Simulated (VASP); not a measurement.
The system is K2ICl.

```
CELL_PARAMETERS angstrom
2.35742 1.36106 7.76360
-2.35742 1.36106 7.76360
0.00000 -2.72212 7.76360
ATOMIC_POSITIONS crystal
Cl 0.00000 0.00000 0.00000
I 0.50000 0.50000 0.50000
K 0.25994 0.25994 0.25994
K 0.74006 0.74006 0.74006
```

Base run:

- Program: VASP 6.6.1
- Functional: r2SCAN
- Potentials or basis: VASP PAW PBE potentials, release 64 (Cl, I, K_sv)
- Cutoff: 520 eV
- k mesh: 6 × 6 × 6
- Occupations: gaussian, width 0.01 eV
- Spin: no spin polarisation

Its results: band gap on the k mesh 4.38 eV, direct; pressure 0.0 GPa; largest force 0.003 eV/Å.

Problem. The run is repeated on the same cell with these changes: functional from r2SCAN to PBE. What comes out?

Solution. Band gap on the k mesh 3.81 eV, direct; pressure 0.6 GPa; largest force 0.018 eV/Å.

r2SCAN gives the wider gap, since meta-GGAs in the generalised Kohn-Sham scheme recover part of the derivative discontinuity.

Caveats: spin-orbit coupling is left out, which moves the levels of the heavy elements; the PAW data sets were made with another functional, which shifts forces and pressure a little (some runs).

A k mesh can miss the band edges.
